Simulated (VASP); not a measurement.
A run of VASP 6.6.1:

The input INCAR:

```
SYSTEM = CuI
ALGO     = Normal         ! electronic algorithm
EDIFF    = 1E-6           ! SCF threshold, eV
EDIFFG   = -0.005         ! ionic threshold
ENCUT    = 600            ! plane-wave cutoff, eV
GGA      = PE             ! functional
IBRION   = 2              ! ionic algorithm
ISIF     = 3              ! what is computed and relaxed
ISMEAR   = -1             ! smearing method
LASPH    = .TRUE.         ! aspherical terms in the spheres
LCHARG   = .FALSE.        ! write CHGCAR
LREAL    = .FALSE.        ! projectors in reciprocal space
LWAVE    = .FALSE.        ! write WAVECAR
NELM     = 100            ! most SCF steps
NSW      = 32             ! ionic steps
PREC     = Accurate       ! precision mode
SIGMA    = 0.05           ! smearing width, eV
```

File KPOINTS:

```
k-points
0
G
  12 12 12
  0 0 0
```

The input POSCAR:

```
CuI
1.0
    0.0000000000      3.0389565618      3.0389565618
    3.0389565618      0.0000000000      3.0389565618
    3.0389565618      3.0389565618      0.0000000000
Cu I
1 1
Direct
    0.2500000000      0.2500000000      0.2500000000
    0.0000000000      0.0000000000      0.0000000000
```

Potentials or basis: VASP PAW PBE potentials, release 64 (Cu, I).

Command:

```console
$ cat potpaw_PBE.64/Cu/POTCAR potpaw_PBE.64/I/POTCAR > POTCAR
$ mpirun -np 1 vasp_std > vasp.out
```

Hardware: 1 thread of AMD EPYC 9R45 (Zen 5) (shared host).

How long does it take, and how much memory?

Wall time 32 s on 1 thread of AMD EPYC 9R45 (Zen 5), on a shared host, peak memory 0.22 GiB. Counts: scf iterations 14, k points 72, ion steps 1.
